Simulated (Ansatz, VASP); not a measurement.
**Na2S: VASP beside Ansatz**

File INCAR:

```
PREC     = Accurate       # precision mode
ENCUT    = 500            # plane-wave cutoff, eV
EDIFF    = 1E-6           # SCF threshold, eV
ISMEAR   = 0              # smearing method
SIGMA    = 0.02           # smearing width, eV
LREAL    = F              # projectors in reciprocal space
LASPH    = T              # aspherical terms in the spheres
NELM     = 120            # most SCF steps
ALGO     = Normal         # electronic algorithm
ISIF     = 2              # what is computed and relaxed
LWAVE    = F              # write WAVECAR
LCHARG   = F              # write CHGCAR
GGA      = PS             # functional
NBANDS   = 17             # bands
GGA_COMPAT= F
```

Contents of KPOINTS:

```
regular mesh
0
Gamma
  8 8 8
```

Contents of POSCAR:

```
Na2S
1.0
    0.0000000000      3.3555472236      3.3555472236
    3.3555472236      0.0000000000      3.3555472236
    3.3555472236      3.3555472236      0.0000000000
Na S
2 1
Direct
    0.2500000000      0.2500000000      0.2500000000
    0.7500000000      0.7500000000      0.7500000000
    0.0000000000      0.0000000000      0.0000000000
```

Input for Ansatz:

```yaml
crystal:
  lattice:
    - [0.0, 3.3555472236, 3.3555472236]
    - [3.3555472236, 0.0, 3.3555472236]
    - [3.3555472236, 3.3555472236, 0.0]
  atoms:
    - { symbol: Na, position: [0.25, 0.25, 0.25] }
    - { symbol: Na, position: [0.75, 0.75, 0.75] }
    - { symbol: S, position: [0.0, 0.0, 0.0] }
basis:
  ecutwfc: 420
kpoints:
  mp_grid: { grid: [8, 8, 8] }
hamiltonian:
  xc: pbesol
scf:
  occupations: { method: gaussian, width: 0.02 }
output:
  forces: true
  stress: true
  eigenvalues: true
```

Alike in both runs: task single point; functional PBEsol; k mesh 8 × 8 × 8; occupations gaussian, width 0.02 eV; no spin polarisation.

|  | VASP | Ansatz |
| --- | --- | --- |
| version | VASP 6.6.1 | Ansatz 0.2.0 |
| potentials or method | VASP PAW PBE potentials, release 64 (Na_pv, S), cutoff 500 eV | scalar-relativistic, plane waves, PAW |
| valence electrons in the cell | 20 | 24 |

Ansatz gave:

```
gap on the k mesh at the Fermi level (eV) : 2.14
least direct gap on the mesh (eV)         : 2.14
pressure (GPa)                            : -2.3
```

**Question.** Which values does VASP return?

**Answer.** gap on the k mesh at the Fermi level (eV): 2.13; least direct gap on the mesh (eV): 2.13; pressure (GPa): -2.3.

VASP's potentials were made for PBE, not for PBEsol. The functional is the same, so the differences come from potentials, cutoffs and numerics. VASP's potentials hold 20 valence electrons a cell and Ansatz's 24, so a difference there can come from the potentials and not from the codes.
